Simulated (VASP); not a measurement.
Runs of VASP 6.6.1 on Ba. The structure is cubic, space group Im-3m (No. 229). Conventional cell: a = 5.013 Å, b = 5.013 Å, c = 5.013 Å, α = 90.00°, β = 90.00°, γ = 90.00°. Ba (site symmetry m-3m) has 14 Ba at 4.34 to 5.01 Å within 5.7 Å. 

```csv
level,potentials or basis,gap on the mesh (eV),pressure (GPa)
BLYP,"VASP PAW PBE potentials, release 64 (Ba_sv)",none,0.6
LDA,"VASP PAW LDA potentials, release 64 (Ba_sv)",none,-1.2
PBEsol,"VASP PAW PBE potentials, release 64 (Ba_sv)",none,(a)
revPBE,"VASP PAW PBE potentials, release 64 (Ba_sv)",none,0.6
```

Alike in all rows: task single point; no spin polarisation; cell as given; k mesh 7 × 7 × 7; cutoff (eV) 500; smearing fermi-dirac 0.1 eV.

Problem. Fill in the values left out.

Solution. (a) -0.6.

Caveats: spin-orbit coupling is left out, which moves the levels of the heavy elements; the PAW data sets were made with another functional, which shifts forces and pressure a little (at least some runs).

A k mesh can miss the band edges, and the runs leave out spin-orbit coupling on Ba.

A gap of «none» marks levels without a gap at the run's occupations.
